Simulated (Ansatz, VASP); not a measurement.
HPt4: VASP beside Ansatz

Contents of INCAR:

```
SYSTEM = HPt4
PREC = Accurate
ENCUT = 520
EDIFF = 1E-6
ISMEAR = 0
SIGMA = 0.1
LREAL = .False.
LASPH = .True.
NELM = 150
ALGO = Normal
ISIF = 2
LWAVE = .False.
LCHARG = .True.
ISPIN = 2
MAGMOM = 0 0 0 0 1
LORBIT = 11
LMAXMIX = 4
LDIPOL = .True.
IDIPOL = 3
DIPOL = 0.5 0.5 0.341
GGA = PE
LELF = .True.
LVHAR = .True.
LVACPOTAV = .True.
NBANDS = 32
```

KPOINTS

```
regular mesh
0
Gamma
  9 7 1
  0 0 0
```

POSCAR

```
HPt4
1.0
    2.8071640675      0.0000000000      0.0000000000
    0.0000000000      3.9699294961      0.0000000000
    0.0000000000      0.0000000000     21.1553936849
Pt H
4 1
Direct
    0.5000000000      0.5000000000      0.1890770770
    0.0000000000      0.0000000000      0.2554233740
    0.5000000000      0.5000000000      0.3268881911
    0.0000000000      0.0000000000      0.3854994999
    0.0000000000      0.0000000000      0.5476330934
```

Input for Ansatz:

```yaml
crystal:
  lattice:
    - [2.8071640675, 0.0, 0.0]
    - [0.0, 3.9699294961, 0.0]
    - [0.0, 0.0, 21.1553936849]
  atoms:
    - { symbol: Pt, position: [0.5, 0.5, 0.189077077] }
    - { symbol: Pt, position: [0.0, 0.0, 0.255423374] }
    - { symbol: Pt, position: [0.5, 0.5, 0.3268881911] }
    - { symbol: Pt, position: [0.0, 0.0, 0.3854994999] }
    - { symbol: H, position: [0.0, 0.0, 0.5476330934], spin: 1.0 }
basis:
  ecutwfc: 420
kpoints:
  mp_grid: { grid: [9, 7, 1] }
hamiltonian:
  xc: pbe
  pseudopotentials: { kind: paw, azcp: { folder: soft_1 } }
scf:
  occupations: { method: gaussian, width: 0.1 }
output:
  forces: true
  eigenvalues: true
  populations: true
magnetization:
  spin_polarized: true
efield:
  axis: 3
  dipole_correction: true
  ramp_width: 0.04
```

Alike in both runs: task single point; functional PBE; k mesh 9 × 7 × 1; occupations gaussian, width 0.1 eV; collinear spin.

```csv
,VASP,Ansatz
version,VASP 6.6.1,Ansatz 0.2.0
potentials or method,"VASP PAW PBE potentials, release 64 (Pt, H), cutoff 520 eV","scalar-relativistic, plane waves, PAW"
valence electrons in the cell,41,73
```

```csv
,VASP,Ansatz,Ansatz less VASP
gap on the k mesh at the Fermi level (eV),none,none,-
rms of the force components (eV/Å),0.321,0.322,+0.0013
net moment per atom (μB),0.18,0.18,+0.002
size of the moment on the site where the two differ most (μB),0.38,0.84,+0.459
"work function, face that differs most (eV)",5.27,5.27,-0.001
```

Site moments also hang on the region over which each program counts them. Atom by atom the forces differ by 0.010 eV/Å (rms over components). A gap of «none» marks a metal or a gap that the smearing closes. VASP's potentials hold 41 valence electrons a cell and Ansatz's 73, so a difference there can come from the potentials and not from the codes.

Neither program's run includes spin-orbit coupling.
